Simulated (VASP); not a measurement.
Here is a VASP 6.6.1 calculation.

The input POSCAR:

```
MnO
1.0
    3.3717000000      0.0000000000      0.0000000000
   -1.6858500000      2.9199778539      0.0000000000
    0.0000000000      0.0000000000      5.3855000000
Mn O
2 2
Direct
    0.6666666667      0.3333333333      0.5109600000
    0.3333333333      0.6666666667      0.0109600000
    0.6666666667      0.3333333333      0.8754700000
    0.3333333333      0.6666666667      0.3754700000
```

Contents of INCAR.step1:

```
SYSTEM = MnO
ALGO     = Normal         ! electronic algorithm
EDIFF    = 1E-4           ! SCF threshold, eV
ENCUT    = 600            ! plane-wave cutoff, eV
GGA      = PE             ! functional
ISMEAR   = -1             ! smearing method
ISPIN    = 2              ! spin polarisation
LASPH    = .TRUE.         ! aspherical terms in the spheres
LCHARG   = .FALSE.        ! write CHGCAR
LMAXMIX  = 4              ! l up to which the mixer works
LREAL    = .FALSE.        ! projectors in reciprocal space
LWAVE    = .TRUE.         ! write WAVECAR
MAGMOM   = 4 4 0 0        ! initial moments
NELM     = 150            ! most SCF steps
PREC     = Accurate       ! precision mode
SIGMA    = 0.05           ! smearing width, eV
```

The input INCAR.step2:

```
SYSTEM = MnO
ALGO     = Normal         ! electronic algorithm
EDIFF    = 1E-7           ! SCF threshold, eV
EDIFFG   = -0.01          ! ionic threshold
ENCUT    = 600            ! plane-wave cutoff, eV
IBRION   = 2              ! ionic algorithm
ISIF     = 3              ! what is computed and relaxed
ISMEAR   = -1             ! smearing method
ISPIN    = 2              ! spin polarisation
ISTART   = 1            
LASPH    = .TRUE.         ! aspherical terms in the spheres
LCHARG   = .FALSE.        ! write CHGCAR
LMAXMIX  = 4              ! l up to which the mixer works
LMIXTAU  = .TRUE.       
LORBIT   = 11             ! projections on sites
LREAL    = .FALSE.        ! projectors in reciprocal space
LWAVE    = .FALSE.        ! write WAVECAR
MAGMOM   = 4 4 0 0        ! initial moments
METAGGA  = R2SCAN         ! meta-GGA
NELM     = 150            ! most SCF steps
NSW      = 60             ! ionic steps
PREC     = Accurate       ! precision mode
SIGMA    = 0.05           ! smearing width, eV
```

Contents of KPOINTS:

```
k-points
0
G
  9 9 5
  0 0 0
```

Potentials or basis: VASP PAW PBE potentials, release 64 (Mn_pv, O).

The run is started by

```console
$ cat potpaw_PBE.64/Mn_pv/POTCAR potpaw_PBE.64/O/POTCAR > POTCAR
$ cp INCAR.step1 INCAR
$ mpirun -np 1 vasp_std > vasp.out
$ cp INCAR.step2 INCAR
$ mpirun -np 1 vasp_std > vasp.out
```

(1) Estimate the net moment.

(2) Predict the relaxed cell.

(3) Predict the site moments.

## Answers

(1) 10.00 μB per cell.

(2) a = 3.429 Å, b = 3.429 Å, c = 5.325 Å, α = 90.00°, β = 90.00°, γ = 120.00°.

(3) Mn +4.50; O +0.19 μB.

Caveat: the run started ferromagnetic, and an antiferromagnetic order may lie lower in energy.
